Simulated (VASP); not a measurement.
# TlNiF4 (P4/mmm) in VASP: a series of runs

Aim: see how the results for TlNiF4 move with the level of theory and the settings. Levels: PBE, PBE+U. Tasks: single point.

Program: VASP 6.6.1. These are calculated values, not measurements. Logs are shortened: lines on timing, memory, paths and dates and some standing lists are left out, and cuts for length are marked.

## (1) The cell of the first run

It takes space group P4/mmm (No. 123, tetragonal). The conventional cell has a = 3.590 Å, b = 3.590 Å, c = 6.310 Å, α = 90.00°, β = 90.00°, γ = 90.00°. Within 3.8 Å of Tl (site symmetry 4/mmm) lie 16 F at 2.91 to 3.63 Å and 4 Tl at 3.59 Å. Within 2.3 Å of Ni (site symmetry 4/mmm) lie 6 F at 1.73 to 1.80 Å. F (site symmetry mmm) has 2 Ni at 1.80 Å within 2.4 Å. F (site symmetry 4mm) has 1 Ni at 1.73 Å within 2.3 Å.

## (2) Single point, PBE

INCAR

```
SYSTEM = TlNiF4
PREC     = Accurate       ! precision mode
ENCUT    = 520            ! plane-wave cutoff, eV
EDIFF    = 1E-7           ! SCF threshold, eV
ISMEAR   = -1             ! smearing method
SIGMA    = 0.1            ! smearing width, eV
LREAL    = .False.        ! projectors in reciprocal space
LASPH    = .True.         ! aspherical terms in the spheres
NELM     = 60             ! most SCF steps
ALGO     = Normal         ! electronic algorithm
ISIF     = 2              ! what is computed and relaxed
LWAVE    = .False.        ! write WAVECAR
LCHARG   = .True.         ! write CHGCAR
GGA      = PE             ! functional
LELF     = .True.         ! ELF
LVHAR    = .True.       
NBANDS   = 34             ! bands
```

KPOINTS

```
regular mesh
0
Gamma
  5 5 3
  0 0 0
```

POSCAR

```
TlNiF4
1.0
    3.5903086600      0.0000000000      0.0000000000
    0.0000000000      3.5903086600      0.0000000000
    0.0000000000      0.0000000000      6.3101947800
Tl Ni F
1 1 4
Direct
    0.5000000000      0.5000000000      0.5000000000
    0.0000000000      0.0000000000      0.0000000000
    0.5000000000      0.0000000000      0.0000000000
    0.0000000000      0.5000000000      0.0000000000
    0.0000000000      0.0000000000      0.2737000000
    0.0000000000      0.0000000000      0.7263000000
```

Potentials or basis: VASP PAW PBE potentials, release 64 (Tl_d, Ni, F).

Started as:

```console
cat potpaw_PBE.64/Tl_d/POTCAR potpaw_PBE.64/Ni/POTCAR potpaw_PBE.64/F/POTCAR > POTCAR
mpirun -np 1 vasp_std > vasp.out
```

OUTCAR:

```text
SYSTEM = TlNiF4
   PREC = Accurate
   ENCUT = 520
   EDIFF = 1E-7
   ISMEAR = -1
   LREAL = .False.
   LASPH = .True.
   NELM = 60
   ISIF = 2
   GGA = PE

 ion  position               nearest neighbor table
   1  0.500  0.500  0.500-   5 2.91   6 2.91   5 2.91   6 2.91   5 2.91   6 2.91   5 2.91   6 2.91

   2  0.000  0.000  0.000-   5 1.73   6 1.73   3 1.80   4 1.80   4 1.80   3 1.80
   3  0.500  0.000  0.000-   2 1.80   2 1.80
   4  0.000  0.500  0.000-   2 1.80   2 1.80
   5  0.000  0.000  0.274-   2 1.73   1 2.91   1 2.91   1 2.91   1 2.91
   6  0.000  0.000  0.726-   2 1.73   1 2.91   1 2.91   1 2.91   1 2.91

  LATTYP: Found a simple tetragonal cell.
 ALAT       =     3.5903086600
 C/A-ratio  =     1.7575633121

  Lattice vectors:

 A1 = (   3.5903086600,   0.0000000000,   0.0000000000)
 A2 = (   0.0000000000,   3.5903086600,   0.0000000000)
 A3 = (   0.0000000000,   0.0000000000,   6.3101947800)

Analysis of symmetry for initial positions (statically):
=====================================================================
 Subroutine PRICEL returns:
 Original cell was already a primitive cell.

 Routine SETGRP: Setting up the symmetry group for a
 simple tetragonal supercell.

 Subroutine GETGRP returns: Found 16 space group operations
 (whereof 16 operations were pure point group operations)
 out of a pool of 16 trial point group operations.

The static configuration has the point symmetry D_4h.

Analysis of symmetry for dynamics (positions and initial velocities):
=====================================================================
 Subroutine PRICEL returns:
 Original cell was already a primitive cell.

 Routine SETGRP: Setting up the symmetry group for a
 simple tetragonal supercell.

 Subroutine GETGRP returns: Found 16 space group operations
 (whereof 16 operations were pure point group operations)
 out of a pool of 16 trial point group operations.

The dynamic configuration has the point symmetry D_4h.

 Subroutine INISYM returns: Found 16 space group operations
 (whereof 16 operations are pure point group operations),
 and found     1 'primitive' translations

----------------------------------------------------------------------------------------

                                     Primitive cell

  volume of cell :      81.3404

  direct lattice vectors                    reciprocal lattice vectors
     3.590308660  0.000000000  0.000000000     0.278527585  0.000000000  0.000000000
     0.000000000  3.590308660  0.000000000     0.000000000  0.278527585  0.000000000
     0.000000000  0.000000000  6.310194780     0.000000000  0.000000000  0.158473714

  length of vectors
     3.590308660  3.590308660  6.310194780     0.278527585  0.278527585  0.158473714

  position of ions in fractional coordinates (direct lattice)
     0.500000000  0.500000000  0.500000000
     0.000000000  0.000000000  0.000000000
     0.500000000  0.000000000  0.000000000
     0.000000000  0.500000000  0.000000000
     0.000000000  0.000000000  0.273700000
     0.000000000  0.000000000  0.726300000

  ion indices of the primitive-cell ions
   primitive index   ion index
                 1           1
                 2           2
                 3           3
                 4           4
                 5           5
                 6           6

----------------------------------------------------------------------------------------

 KPOINTS: regular mesh

Automatic generation of k-mesh.
 Grid dimensions read from file:
 generate k-points for:    5    5    3

 Generating k-lattice:

  Cartesian coordinates                     Fractional coordinates (reciprocal lattice)
     0.055705517  0.000000000  0.000000000     0.200000000  0.000000000  0.000000000
     0.000000000  0.055705517  0.000000000     0.000000000  0.200000000  0.000000000
     0.000000000  0.000000000  0.052824571     0.000000000  0.000000000  0.333333333

  Length of vectors
     0.055705517  0.055705517  0.052824571

  Shift w.r.t. Gamma in fractional coordinates (k-lattice)
     0.000000000  0.000000000  0.000000000

 Subroutine IBZKPT returns following result:
 ===========================================

 Found     12 irreducible k-points:

 Following reciprocal coordinates:
            Coordinates               Weight
  0.000000  0.000000  0.000000      1.000000
  0.200000  0.000000  0.000000      4.000000
  0.400000  0.000000  0.000000      4.000000
  0.200000  0.200000  0.000000      4.000000
  0.400000  0.200000  0.000000      8.000000
  0.400000  0.400000  0.000000      4.000000
  0.000000  0.000000  0.333333      2.000000
  0.200000  0.000000  0.333333      8.000000
  0.400000  0.000000  0.333333      8.000000
  0.200000  0.200000  0.333333      8.000000
  0.400000  0.200000  0.333333     16.000000
  0.400000  0.400000  0.333333      8.000000
   k-points           NKPTS =     12   k-points in BZ     NKDIM =     12   number of bands    NBANDS=     34
   number of dos      NEDOS =    301   number of ions     NIONS =      6
   total plane-waves  NPLWV =  37632
   dimension x,y,z NGX =    28 NGY =   28 NGZ =   48
   dimension x,y,z NGXF=    56 NGYF=   56 NGZF=   96
   ions per type =               1   1   4
   NGX,Y,Z   is equivalent  to a cutoff of  12.97, 12.97, 12.65 a.u.
   NGXF,Y,Z  is equivalent  to a cutoff of  25.93, 25.93, 25.29 a.u.
 SYSTEM =  TlNiF4
   PREC   = accura    normal or accurate (medium, high low for compatibility)
   ISTART =      0    job   : 0-new  1-cont  2-samecut
   ICHARG =      2    charge: 1-file 2-atom 10-const
   ISPIN  =      1    spin polarized calculation?
   LNONCOLLINEAR =      F non collinear calculations
   LSORBIT =      F    spin-orbit coupling
   LASPH  =      T    aspherical Exc in radial PAW
   ENCUT  =  520.0 eV  38.22 Ry    6.18 a.u.   6.68  6.68 11.73*2*pi/ulx,y,z
   NELM   =     60;   NELMIN=  2; NELMDL= -5     # of ELM steps
   EDIFF  = 0.1E-06   stopping-criterion for ELM
   LREAL  =      F    real-space projection
   EDIFFG = 0.1E-05   stopping-criterion for IOM
   NSW    =      0    number of steps for IOM
   IBRION =     -1    ionic relax: 0-MD 1-quasi-New 2-CG
   NFREE  =      0    steps in history (QN), initial steepest desc. (CG)
   ISIF   =      2    stress and relaxation
   ISYM   =      2    0-nonsym 1-usesym 2-fastsym
   POTIM  = 0.5000    time-step for ionic-motion
   TEBEG  =    0.0;   TEEND  =   0.0 temperature during run
   PSTRESS=    0.0 pullay stress
   NELECT =      51.0000    total number of electrons
   NUPDOWN=      -1.0000    fix difference up-down
   EMIN   =  10.00;   EMAX   =-10.00  energy-range for DOS
   EFERMI =   0.00;   METHOD = LEGACY
   ISMEAR =    -1;   SIGMA  =   0.10  broadening in eV -4-tet -1-fermi 0-gaus
   EFERMI_NEDOS =   21; number of points for ismear=-14 and -15
   IALGO  =     38    algorithm
   IMIX   =      4    mixing-type and parameters
     AMIX     =   0.40;   BMIX     =  1.00
     AMIX_MAG =   1.60;   BMIX_MAG =  1.00
  volume/ion in A,a.u.               =      13.56        91.49
  Fermi-wavevector in a.u.,A,eV,Ry     =   1.401187  2.647860 26.712660  1.963325
  Thomas-Fermi vector in A             =   2.524073
   LORBIT       =      0    0 simple, 1 ext, 2 COOP (PROOUT), +10 PAW based schemes
   GGA     = PE    functional components
[... 5 lines left out ...]
 non-spin polarized calculation
  energy-cutoff  :      520.00
  volume of cell :       81.34
 maximum number of plane-waves:      2207
 NGX is ok and might be reduce to    28
   NGX = 13   NGY = 13   NGZ = 23

 number of electron      51.0000036 magnetization

 Free energy of the ion-electron system (eV)
  ---------------------------------------------------
  ext. energy  EPLUGINS =         0.00000000
  ---------------------------------------------------
  free energy    TOTEN  =       -24.39377273 eV

  energy without entropy =      -24.34850228  energy(sigma->0) =      -24.37113750

 E-fermi :   2.9802     XC(G=0): -10.0291

 val. band max:        2.9596828256   @ k =   0.2000   0.2000   0.3333
 cond. band min:       3.1598504668   @ k =   0.4000   0.2000   0.0000
 fundamental gap:      0.2001676412
 Fermi energy:         2.9802000837

 k-point     1 :       0.0000    0.0000    0.0000
  band No.  band energies     occupation
      1     -21.2099      2.00000
      2     -20.1125      2.00000
      3     -19.9285      2.00000
      4     -19.8761      2.00000
      5      -7.4609      2.00000
      6      -7.3000      2.00000
[... 26 lines left out ...]
     33      15.4336      0.00000
     34      16.9862      0.00000

 k-point     2 :       0.2000    0.0000    0.0000
  band No.  band energies     occupation
      1     -21.0823      2.00000
      2     -20.1486      2.00000
      3     -19.9303      2.00000
      4     -19.8669      2.00000
      5      -7.4033      2.00000
      6      -7.2285      2.00000
[... 26 lines left out ...]
     33      16.2057      0.00000
     34      16.6310      0.00000

 k-point     3 :       0.4000    0.0000    0.0000
  band No.  band energies     occupation
      1     -20.8198      2.00000
      2     -20.2621      2.00000
      3     -19.9299      2.00000
      4     -19.8514      2.00000
      5      -7.3598      2.00000
      6      -7.1794      2.00000
[... 26 lines left out ...]
     33      15.6233      0.00000
     34      16.5892      0.00000
[... 260 lines left out ...]
 k-point    11 :       0.4000    0.2000    0.3333
  band No.  band energies     occupation
      1     -20.6841      2.00000
      2     -20.2543      2.00000
      3     -19.9413      2.00000
      4     -19.8764      2.00000
      5      -7.2339      2.00000
      6      -7.2210      2.00000
[... 26 lines left out ...]
     33      16.5317      0.00000
     34      16.7249      0.00000

 k-point    12 :       0.4000    0.4000    0.3333
  band No.  band energies     occupation
      1     -20.4247      2.00000
      2     -20.2557      2.00000
      3     -20.0129      2.00000
      4     -19.8798      2.00000
      5      -7.2943      2.00000
      6      -7.2290      2.00000
[... 26 lines left out ...]
     33      15.1053      0.00000
     34      15.4935      0.00000

------------------------ aborting loop because EDIFF is reached ----------------------------------------

  FORCE on cell =-STRESS in cart. coord.  units (eV):
  Direction    XX          YY          ZZ          XY          YZ          ZX
  --------------------------------------------------------------------------------------
  -------------------------------------------------------------------------------------
  Total        8.3419926      8.3419926      8.7270956      0.0000000      0.0000000      0.0000000
  in kB      164.3138027    164.3138027    171.8992481      0.0000000      0.0000000      0.0000000
  external PRESSURE =     166.8422845 kB  Pullay stress =       0.0000000 kB

 VOLUME and BASIS-vectors are now :
 -----------------------------------------------------------------------------
  energy-cutoff  :      520.00
  volume of cell :       81.34
      direct lattice vectors                 reciprocal lattice vectors
     3.590308660  0.000000000  0.000000000     0.278527585  0.000000000  0.000000000
     0.000000000  3.590308660  0.000000000     0.000000000  0.278527585  0.000000000
     0.000000000  0.000000000  6.310194780     0.000000000  0.000000000  0.158473714

 POSITION                                       TOTAL-FORCE (eV/Angst)
 -----------------------------------------------------------------------------------
      1.79515      1.79515      3.15510         0.000000     -0.000000      0.000000
      0.00000      0.00000      0.00000         0.000000     -0.000000      0.000000
      1.79515      0.00000      0.00000         0.000000     -0.000000      0.000000
      0.00000      1.79515      0.00000         0.000000     -0.000000      0.000000
      0.00000      0.00000      1.72710        -0.000000      0.000000      2.511799
      0.00000      0.00000      4.58309         0.000000     -0.000000     -2.511799
 -----------------------------------------------------------------------------------
    total drift:                                0.000000      0.000000     -0.000000

  FREE ENERGIE OF THE ION-ELECTRON SYSTEM (eV)
  ---------------------------------------------------
  free  energy   TOTEN  =       -24.3937727274 eV

  energy  without entropy=      -24.3485022772  energy(sigma->0) =      -24.37113750
```

Run time: 54 s. Hardware: 1 thread of AMD EPYC 7R43 (Zen 3), shared host; peak memory 0.17 GiB.

Results:

```yaml
Free_energy: -24.3938 eV
Pressure: 16.7 GPa
Largest_force: 2.512 eV/Å
```

Forces on the atoms (eV/Å):
```
Tl   0.000  0.000  0.000
Ni   0.000  0.000  0.000
F    0.000  0.000  0.000
F    0.000  0.000  0.000
F    0.000  0.000  2.512
F    0.000  0.000 -2.512
```

Stress tensor (GPa, compression positive):
```
16.43  0.00  0.00
 0.00 16.43  0.00
 0.00  0.00 17.19
```

Caveat: spin-orbit coupling is left out, which moves the levels of the heavy elements; an odd number of electrons without spin polarisation forces a metal; a magnetic or distorted state may lie lower; the run has no spin polarisation, though such a crystal can be magnetic; semilocal functionals often make such compounds metallic where correlation or magnetic order opens a gap, which also shifts bond lengths. With open d or f shells a metallic result of PBE can be an artefact of self-interaction; +U or a hybrid may open a gap.

## (3) Single point, PBE

INCAR

```
PREC = Accurate ; ENCUT = 520
EDIFF = 1E-6 ; ISMEAR = -1
SIGMA = 0.1 ; LREAL = F
LASPH = T ; NELM = 60
ALGO = Normal ; ISIF = 2
LWAVE = F ; LCHARG = T
GGA = PE ; LELF = T
LVHAR = T ; NBANDS = 34
```

KPOINTS

```
regular mesh
0
Gamma
  5 5 3
```

POSCAR is that of step 2.

Potentials or basis: VASP PAW PBE potentials, release 64 (Tl_d, Ni, F).

Started as:

```console
cat potpaw_PBE.64/Tl_d/POTCAR potpaw_PBE.64/Ni/POTCAR potpaw_PBE.64/F/POTCAR > POTCAR
mpirun -np 1 vasp_std > vasp.out
```

Run time: 63 s. Hardware: 1 thread of AMD EPYC 7R43 (Zen 3), shared host; peak memory 0.17 GiB.

The run converged. Its results:

```yaml
Free_energy: -24.3938 eV
Pressure: 16.7 GPa
Largest_force: 2.512 eV/Å
```

Forces in eV/Å, atoms in the order of the input:
```
Tl   0.000  0.000  0.000
Ni   0.000  0.000  0.000
F    0.000  0.000  0.000
F    0.000  0.000  0.000
F    0.000  0.000  2.512
F    0.000  0.000 -2.512
```

Stress tensor (GPa, compression positive):
```
16.43  0.00  0.00
 0.00 16.43  0.00
 0.00  0.00 17.19
```

Levels at points of the mesh, in eV from the Fermi level:
```csv
k point,band 23,band 24,band 25,band 26,band 27,band 28,band 29,band 30
"(0.00, 0.00, 0.00)",-2.38,-1.47,-1.46,-1.46,-0.11,3.95,8.19,8.42
```

Caveat: spin-orbit coupling is left out, which moves the levels of the heavy elements; an odd number of electrons without spin polarisation forces a metal; a magnetic or distorted state may lie lower; the run has no spin polarisation, though such a crystal can be magnetic; semilocal functionals often make such compounds metallic where correlation or magnetic order opens a gap, which also shifts bond lengths.

(Part 1 of 2 ends here.)
